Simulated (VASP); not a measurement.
# C (Fd-3m) in VASP: notebook

The runs below take C through single point, with r2SCAN.

All numbers are computed with VASP 6.6.1; they aren't measurements. Logs are shortened: lines on timing, memory, paths and dates and some standing lists are left out, and cuts for length are marked.

## 1. The cell of the first run

It takes space group Fd-3m (No. 227, cubic). Conventional cell: a = 3.567 Å, b = 3.567 Å, c = 3.567 Å, α = 90.00°, β = 90.00°, γ = 90.00°. Within 2.1 Å of C (site symmetry -43m) lie 4 C at 1.54 Å.

## 2. Single point, r2SCAN

File POSCAR:

```
C
1.0
    0.0000000000      1.7834000000      1.7834000000
    1.7834000000      0.0000000000      1.7834000000
    1.7834000000      1.7834000000      0.0000000000
C
2
Direct
    0.5000000000      0.5000000000      0.5000000000
    0.7500000000      0.7500000000      0.7500000000
```

File INCAR.step1:

```
SYSTEM = C
PREC = Accurate
ENCUT = 910
ISMEAR = 0
SIGMA = 0.05
LREAL = .False.
LASPH = .True.
NELM = 120
NBANDS = 11
GGA = PE
ALGO = Normal
EDIFF = 1E-5
LWAVE = .True.
LCHARG = .False.
GGA_COMPAT = .False.
```

File INCAR.step2:

```
SYSTEM = C
PREC = Accurate
ENCUT = 910
EDIFF = 1E-6
ISMEAR = 0
SIGMA = 0.05
LREAL = .False.
LASPH = .True.
NELM = 120
ALGO = Normal
ISIF = 2
LWAVE = .False.
LCHARG = .False.
METAGGA = R2SCAN
LMIXTAU = .True.
NBANDS = 11
ISTART = 1
GGA_COMPAT = .False.
```

File KPOINTS:

```
regular mesh
0
Gamma
  12 12 12
  0 0 0
```

Potentials or basis: VASP PAW PBE potentials, release 64 (C_h).

Command:

```console
cat potpaw_PBE.64/C_h/POTCAR > POTCAR
cp INCAR.step1 INCAR
mpirun -np 1 vasp_std > vasp.out
cp INCAR.step2 INCAR
mpirun -np 1 vasp_std > vasp.out
```

OUTCAR:

```text
SYSTEM = C
   PREC = Accurate
   ENCUT = 910
   EDIFF = 1E-6
   ISMEAR = 0
   LREAL = .False.
   LASPH = .True.
   NELM = 120
   ISIF = 2
   METAGGA = R2SCAN
   ISTART = 1

 ion  position               nearest neighbor table
   1  0.500  0.500  0.500-
   2  0.750  0.750  0.750-

  LATTYP: Found a face centered cubic cell.
 ALAT       =     3.5668000000

  Lattice vectors:

 A1 = (   0.0000000000,   1.7834000000,   1.7834000000)
 A2 = (   1.7834000000,   0.0000000000,   1.7834000000)
 A3 = (   1.7834000000,   1.7834000000,   0.0000000000)

Analysis of symmetry for initial positions (statically):
=====================================================================
 Subroutine PRICEL returns:
 Original cell was already a primitive cell.

 Routine SETGRP: Setting up the symmetry group for a
 face centered cubic supercell.

 Subroutine GETGRP returns: Found 48 space group operations
 (whereof 24 operations were pure point group operations)
 out of a pool of 48 trial point group operations.

The static configuration has the point symmetry T_d .
 The point group associated with its full space group is O_h .

Analysis of symmetry for dynamics (positions and initial velocities):
=====================================================================
 Subroutine PRICEL returns:
 Original cell was already a primitive cell.

 Routine SETGRP: Setting up the symmetry group for a
 face centered cubic supercell.

 Subroutine GETGRP returns: Found 48 space group operations
 (whereof 24 operations were pure point group operations)
 out of a pool of 48 trial point group operations.

The dynamic configuration has the point symmetry T_d .
 The point group associated with its full space group is O_h .

 Subroutine INISYM returns: Found 48 space group operations
 (whereof 24 operations are pure point group operations),
 and found     1 'primitive' translations

----------------------------------------------------------------------------------------

                                     Primitive cell

  volume of cell :      11.3443

  direct lattice vectors                    reciprocal lattice vectors
     0.000000000  1.783400000  1.783400000    -0.280363351  0.280363351  0.280363351
     1.783400000  0.000000000  1.783400000     0.280363351 -0.280363351  0.280363351
     1.783400000  1.783400000  0.000000000     0.280363351  0.280363351 -0.280363351

  length of vectors
     2.522108467  2.522108467  2.522108467     0.485603568  0.485603568  0.485603568

  position of ions in fractional coordinates (direct lattice)
     0.500000000  0.500000000  0.500000000
     0.750000000  0.750000000  0.750000000

  ion indices of the primitive-cell ions
   primitive index   ion index
                 1           1
                 2           2

----------------------------------------------------------------------------------------

 KPOINTS: regular mesh

Automatic generation of k-mesh.
 Grid dimensions read from file:
 generate k-points for:   12   12   12

 Generating k-lattice:

  Cartesian coordinates                     Fractional coordinates (reciprocal lattice)
    -0.023363613  0.023363613  0.023363613     0.083333333  0.000000000  0.000000000
     0.023363613 -0.023363613  0.023363613     0.000000000  0.083333333  0.000000000
     0.023363613  0.023363613 -0.023363613     0.000000000  0.000000000  0.083333333

  Length of vectors
     0.040466964  0.040466964  0.040466964

  Shift w.r.t. Gamma in fractional coordinates (k-lattice)
     0.000000000  0.000000000  0.000000000

 Subroutine IBZKPT returns following result:
 ===========================================

 Found     72 irreducible k-points:

 Following reciprocal coordinates:
            Coordinates               Weight
  0.000000  0.000000  0.000000      1.000000
  0.083333  0.000000  0.000000      8.000000
  0.166667  0.000000  0.000000      8.000000
  0.250000  0.000000  0.000000      8.000000
  0.333333  0.000000  0.000000      8.000000
  0.416667  0.000000  0.000000      8.000000
[... 16 lines left out ...]
  0.500000  0.166667  0.000000     24.000000
 -0.416667  0.166667  0.000000     24.000000
 [... further k-points ...]
   k-points           NKPTS =     72   k-points in BZ     NKDIM =     72   number of bands    NBANDS=     11
   number of dos      NEDOS =    301   number of ions     NIONS =      2
   total plane-waves  NPLWV =  21952
   dimension x,y,z NGX =    28 NGY =   28 NGZ =   28
   dimension x,y,z NGXF=    56 NGYF=   56 NGZF=   56
   ions per type =               2
   NGX,Y,Z   is equivalent  to a cutoff of  18.46, 18.46, 18.46 a.u.
   NGXF,Y,Z  is equivalent  to a cutoff of  36.91, 36.91, 36.91 a.u.
 SYSTEM =  C
   PREC   = accura    normal or accurate (medium, high low for compatibility)
   ISTART =      1    job   : 0-new  1-cont  2-samecut
   ICHARG =      0    charge: 1-file 2-atom 10-const
   ISPIN  =      1    spin polarized calculation?
   LNONCOLLINEAR =      F non collinear calculations
   LSORBIT =      F    spin-orbit coupling
   LASPH  =      T    aspherical Exc in radial PAW
   ENCUT  =  910.0 eV  66.88 Ry    8.18 a.u.   6.20  6.20  6.20*2*pi/ulx,y,z
   NELM   =    120;   NELMIN=  2; NELMDL=  0     # of ELM steps
   EDIFF  = 0.1E-05   stopping-criterion for ELM
   LREAL  =      F    real-space projection
   EDIFFG = 0.1E-04   stopping-criterion for IOM
   NSW    =      0    number of steps for IOM
   IBRION =     -1    ionic relax: 0-MD 1-quasi-New 2-CG
   NFREE  =      0    steps in history (QN), initial steepest desc. (CG)
   ISIF   =      2    stress and relaxation
   ISYM   =      2    0-nonsym 1-usesym 2-fastsym
   POTIM  = 0.5000    time-step for ionic-motion
   TEBEG  =    0.0;   TEEND  =   0.0 temperature during run
   PSTRESS=    0.0 pullay stress
   NELECT =       8.0000    total number of electrons
   NUPDOWN=      -1.0000    fix difference up-down
   EMIN   =  10.00;   EMAX   =-10.00  energy-range for DOS
   EFERMI =   0.00;   METHOD = LEGACY
   ISMEAR =     0;   SIGMA  =   0.05  broadening in eV -4-tet -1-fermi 0-gaus
   EFERMI_NEDOS =   21; number of points for ismear=-14 and -15
   IALGO  =     38    algorithm
   IMIX   =      4    mixing-type and parameters
     AMIX     =   0.40;   BMIX     =  1.00
     AMIX_MAG =   1.60;   BMIX_MAG =  1.00
  volume/ion in A,a.u.               =       5.67        38.28
  Fermi-wavevector in a.u.,A,eV,Ry     =   1.457178  2.753668 28.890189  2.123369
  Thomas-Fermi vector in A             =   2.574010
   LORBIT       =      0    0 simple, 1 ext, 2 COOP (PROOUT), +10 PAW based schemes
   METAGGA = R2SCAN    functional components
   LHFCALC =     F    Hartree Fock is set to
   AEXX    =    0.0000 exact exchange contribution
   IVDW    =     0    specifies the selected vdW correction
   LEPSILON=     F    determine dielectric tensor
   LRPA    =     F    only Hartree local field effects (RPA)
 non-spin polarized calculation
 Gauss-broadening in eV      SIGMA  =   0.05
  energy-cutoff  :      910.00
  volume of cell :       11.34
 maximum number of plane-waves:       725
 NGX is ok and might be reduce to    28
   NGX = 13   NGY = 13   NGZ = 13

 number of electron       8.0000000 magnetization

 Free energy of the ion-electron system (eV)
  ---------------------------------------------------
  ext. energy  EPLUGINS =         0.00000000
  ---------------------------------------------------
  free energy    TOTEN  =       -19.71889938 eV

  energy without entropy =      -19.71889938  energy(sigma->0) =      -19.71889938

 E-fermi :  11.2847     XC(G=0): -14.2699

 val. band max:       10.9074691927   @ k =   0.0000   0.0000   0.0000
 cond. band min:      15.2816316135   @ k =   0.3333   0.3333   0.0000
 fundamental gap:      4.3741624208
 Fermi energy:        11.2846909686

 k-point     1 :       0.0000    0.0000    0.0000
  band No.  band energies     occupation
      1     -11.7610      2.00000
      2      10.9075      2.00000
      3      10.9075      2.00000
      4      10.9075      2.00000
      5      16.7863      0.00000
      6      16.7863      0.00000
      7      16.7863      0.00000
      8      24.7588      0.00000
      9      31.3066      0.00000
     10      38.2601      0.00000
     11      38.2601      0.00000

 k-point     2 :       0.0833    0.0000    0.0000
  band No.  band energies     occupation
      1     -11.5602      2.00000
      2       9.5978      2.00000
      3      10.5649      2.00000
      4      10.5649      2.00000
      5      17.2369      0.00000
      6      17.2369      0.00000
      7      17.5473      0.00000
      8      24.9627      0.00000
      9      31.6519      0.00000
     10      36.2316      0.00000
     11      36.2316      0.00000

 k-point     3 :       0.1667    0.0000    0.0000
  band No.  band energies     occupation
      1     -10.9606      2.00000
      2       6.9125      2.00000
      3       9.8221      2.00000
      4       9.8221      2.00000
      5      18.2148      0.00000
      6      18.2148      0.00000
      7      18.6765      0.00000
      8      25.5498      0.00000
      9      32.3728      0.00000
     10      34.5951      0.00000
     11      34.5951      0.00000
[... 267 lines left out ...]
 k-point    23 :       0.5000    0.1667    0.0000
  band No.  band energies     occupation
      1      -5.7944      2.00000
      2      -1.7477      2.00000
      3       5.6152      2.00000
      4       6.7160      2.00000
      5      18.3815      0.00000
      6      22.2327      0.00000
      7      22.6725      0.00000
      8      26.0593      0.00000
      9      32.2229      0.00000
     10      36.1044      0.00000
     11      38.7468      0.00000

 k-point    24 :      -0.4167    0.1667    0.0000
  band No.  band energies     occupation
      1      -5.3698      2.00000
      2      -2.2629      2.00000
      3       5.1067      2.00000
      4       7.1136      2.00000
      5      18.8409      0.00000
      6      21.7086      0.00000
      7      22.6482      0.00000
      8      27.3289      0.00000
      9      31.4569      0.00000
     10      36.1635      0.00000
     11      36.9174      0.00000

 [... further k-points ...]

------------------------ aborting loop because EDIFF is reached ----------------------------------------

  FORCE on cell =-STRESS in cart. coord.  units (eV):
  Direction    XX          YY          ZZ          XY          YZ          ZX
  --------------------------------------------------------------------------------------
  -------------------------------------------------------------------------------------
  Total       -0.2323910     -0.2323910     -0.2323910     -0.0000000     -0.0000000      0.0000000
  in kB      -32.8211418    -32.8211418    -32.8211418     -0.0000000     -0.0000000      0.0000000
  external PRESSURE =     -32.8211418 kB  Pullay stress =       0.0000000 kB

 VOLUME and BASIS-vectors are now :
 -----------------------------------------------------------------------------
  energy-cutoff  :      910.00
  volume of cell :       11.34
      direct lattice vectors                 reciprocal lattice vectors
     0.000000000  1.783400000  1.783400000    -0.280363351  0.280363351  0.280363351
     1.783400000  0.000000000  1.783400000     0.280363351 -0.280363351  0.280363351
     1.783400000  1.783400000  0.000000000     0.280363351  0.280363351 -0.280363351

 POSITION                                       TOTAL-FORCE (eV/Angst)
 -----------------------------------------------------------------------------------
      1.78340      1.78340      1.78340        -0.000000     -0.000000      0.000000
      2.67510      2.67510      2.67510         0.000000      0.000000     -0.000000
 -----------------------------------------------------------------------------------
    total drift:                                0.000000      0.000000     -0.000000

  FREE ENERGIE OF THE ION-ELECTRON SYSTEM (eV)
  ---------------------------------------------------
  free  energy   TOTEN  =       -19.7188993849 eV

  energy  without entropy=      -19.7188993849  energy(sigma->0) =      -19.71889938
```

It used 110 s of CPU time on 1 thread of AMD EPYC 7R13 Processor (Zen 3), with other jobs on the host.

Results:

| Quantity | Value |
| --- | --- |
| Free energy | -19.7189 eV |
| Pressure | -3.3 GPa |
| Band gap on the k mesh | 4.37 eV, indirect (least direct gap 5.88 eV) |

Caveat: the cutoff is under 1.25 times the usual one of these potentials, so pressure, stress and relaxed cells hold a basis-set (Pulay) error; the PAW data sets were made with another functional, which shifts forces and pressure a little. r2SCAN opens gaps a little over a GGA but as a rule still falls short of measured ones.

## 3. Single point, r2SCAN

POSCAR is that of step 2.

File INCAR.step1:

```
  ALGO = Normal
  EDIFF = 1E-5
  ENCUT = 910
  GGA = PE
  GGA_COMPAT = F
  ISMEAR = 0
  LASPH = T
  LCHARG = F
  LREAL = F
  LWAVE = T
  NBANDS = 11
  NELM = 120
  PREC = Accurate
  SIGMA = 0.05
```

File INCAR.step2:

```
  ALGO = Normal
  EDIFF = 1E-6
  ENCUT = 910
  GGA_COMPAT = F
  ISIF = 2
  ISMEAR = 0
  ISTART = 1
  LASPH = T
  LCHARG = F
  LMIXTAU = T
  LREAL = F
  LWAVE = F
  METAGGA = R2SCAN
  NBANDS = 11
  NELM = 120
  PREC = Accurate
  SIGMA = 0.05
```

File KPOINTS:

```
k-points
0
Gamma
  12 12 12
```

Potentials or basis: VASP PAW PBE potentials, release 64 (C_h).

Command:

```console
cat potpaw_PBE.64/C_h/POTCAR > POTCAR
cp INCAR.step1 INCAR
mpirun -np 1 vasp_std > vasp.out
cp INCAR.step2 INCAR
mpirun -np 1 vasp_std > vasp.out
```

OUTCAR:

```text
EDIFF = 1E-6
   ENCUT = 910
   ISIF = 2
   ISMEAR = 0
   ISTART = 1
   LASPH = T
   LREAL = F
   METAGGA = R2SCAN
   NELM = 120
   PREC = Accurate

 ion  position               nearest neighbor table
   1  0.500  0.500  0.500-
   2  0.750  0.750  0.750-

  LATTYP: Found a face centered cubic cell.
 ALAT       =     3.5668000000

  Lattice vectors:

 A1 = (   0.0000000000,   1.7834000000,   1.7834000000)
 A2 = (   1.7834000000,   0.0000000000,   1.7834000000)
 A3 = (   1.7834000000,   1.7834000000,   0.0000000000)

Analysis of symmetry for initial positions (statically):
=====================================================================
 Subroutine PRICEL returns:
 Original cell was already a primitive cell.

 Routine SETGRP: Setting up the symmetry group for a
 face centered cubic supercell.

 Subroutine GETGRP returns: Found 48 space group operations
 (whereof 24 operations were pure point group operations)
 out of a pool of 48 trial point group operations.

The static configuration has the point symmetry T_d .
 The point group associated with its full space group is O_h .

Analysis of symmetry for dynamics (positions and initial velocities):
=====================================================================
 Subroutine PRICEL returns:
 Original cell was already a primitive cell.

 Routine SETGRP: Setting up the symmetry group for a
 face centered cubic supercell.

 Subroutine GETGRP returns: Found 48 space group operations
 (whereof 24 operations were pure point group operations)
 out of a pool of 48 trial point group operations.

The dynamic configuration has the point symmetry T_d .
 The point group associated with its full space group is O_h .

 Subroutine INISYM returns: Found 48 space group operations
 (whereof 24 operations are pure point group operations),
[... 119 lines left out ...]
  Thomas-Fermi vector in A             =   2.574010
   LORBIT       =      0    0 simple, 1 ext, 2 COOP (PROOUT), +10 PAW based schemes
   METAGGA = R2SCAN    functional components
   LHFCALC =     F    Hartree Fock is set to
   AEXX    =    0.0000 exact exchange contribution
   IVDW    =     0    specifies the selected vdW correction
   LEPSILON=     F    determine dielectric tensor
   LRPA    =     F    only Hartree local field effects (RPA)
 non-spin polarized calculation
 Gauss-broadening in eV      SIGMA  =   0.05
  energy-cutoff  :      910.00
  volume of cell :       11.34
 maximum number of plane-waves:       725
 NGX is ok and might be reduce to    28
   NGX = 13   NGY = 13   NGZ = 13

 number of electron       8.0000000 magnetization

 Free energy of the ion-electron system (eV)
  ---------------------------------------------------
  ext. energy  EPLUGINS =         0.00000000
  ---------------------------------------------------
  free energy    TOTEN  =       -19.71889938 eV

  energy without entropy =      -19.71889938  energy(sigma->0) =      -19.71889938

 E-fermi :  11.2847     XC(G=0): -14.2699

 val. band max:       10.9074691927   @ k =   0.0000   0.0000   0.0000
 cond. band min:      15.2816316135   @ k =   0.3333   0.3333   0.0000
 fundamental gap:      4.3741624208
 Fermi energy:        11.2846909686

 k-point     1 :       0.0000    0.0000    0.0000
  band No.  band energies     occupation
      1     -11.7610      2.00000
      2      10.9075      2.00000
      3      10.9075      2.00000
      4      10.9075      2.00000
      5      16.7863      0.00000
      6      16.7863      0.00000
      7      16.7863      0.00000
      8      24.7588      0.00000
      9      31.3066      0.00000
     10      38.2601      0.00000
     11      38.2601      0.00000
[... 309 lines left out ...]
 k-point    24 :      -0.4167    0.1667    0.0000
  band No.  band energies     occupation
      1      -5.3698      2.00000
      2      -2.2629      2.00000
      3       5.1067      2.00000
      4       7.1136      2.00000
      5      18.8409      0.00000
      6      21.7086      0.00000
      7      22.6482      0.00000
      8      27.3289      0.00000
      9      31.4569      0.00000
     10      36.1635      0.00000
     11      36.9174      0.00000

 [... further k-points ...]

------------------------ aborting loop because EDIFF is reached ----------------------------------------

  FORCE on cell =-STRESS in cart. coord.  units (eV):
  Direction    XX          YY          ZZ          XY          YZ          ZX
  --------------------------------------------------------------------------------------
  -------------------------------------------------------------------------------------
  Total       -0.2323910     -0.2323910     -0.2323910     -0.0000000     -0.0000000      0.0000000
  in kB      -32.8211418    -32.8211418    -32.8211418     -0.0000000     -0.0000000      0.0000000
  external PRESSURE =     -32.8211418 kB  Pullay stress =       0.0000000 kB

 VOLUME and BASIS-vectors are now :
 -----------------------------------------------------------------------------
  energy-cutoff  :      910.00
  volume of cell :       11.34
      direct lattice vectors                 reciprocal lattice vectors
     0.000000000  1.783400000  1.783400000    -0.280363351  0.280363351  0.280363351
     1.783400000  0.000000000  1.783400000     0.280363351 -0.280363351  0.280363351
     1.783400000  1.783400000  0.000000000     0.280363351  0.280363351 -0.280363351

 POSITION                                       TOTAL-FORCE (eV/Angst)
 -----------------------------------------------------------------------------------
      1.78340      1.78340      1.78340        -0.000000     -0.000000      0.000000
      2.67510      2.67510      2.67510         0.000000      0.000000     -0.000000
 -----------------------------------------------------------------------------------
    total drift:                                0.000000      0.000000     -0.000000

  FREE ENERGIE OF THE ION-ELECTRON SYSTEM (eV)
  ---------------------------------------------------
  free  energy   TOTEN  =       -19.7188993849 eV

  energy  without entropy=      -19.7188993849  energy(sigma->0) =      -19.71889938
```

Wall time 1.9 min (1 thread of AMD EPYC 7R43 (Zen 3), shared host); peak memory 0.12 GiB.

Results:

```yaml
Free_energy: -19.7189 eV
Pressure: -3.3 GPa
Band_gap_on_the_k_mesh: 4.37 eV, indirect (least direct gap 5.88 eV)
```

Levels at points of the mesh, in eV from the valence-band top:
```tsv
k point	band 1	band 2	band 3	band 4	band 5	band 6	band 7	band 8	band 9
(0.00, 0.00, 0.00)	-22.67	0.00	0.00	0.00	5.88	5.88	5.88	13.85	20.40
(0.50, 0.00, 0.00)	-16.73	-14.02	-2.97	-2.97	8.91	8.91	9.15	16.73	23.20
(0.50, 0.50, 0.00)	-13.57	-13.57	-6.64	-6.64	5.02	5.02	17.92	17.92	24.62
```

Caveat: the cutoff is under 1.25 times the usual one of these potentials, so pressure, stress and relaxed cells hold a basis-set (Pulay) error; the PAW data sets were made with another functional, which shifts forces and pressure a little.
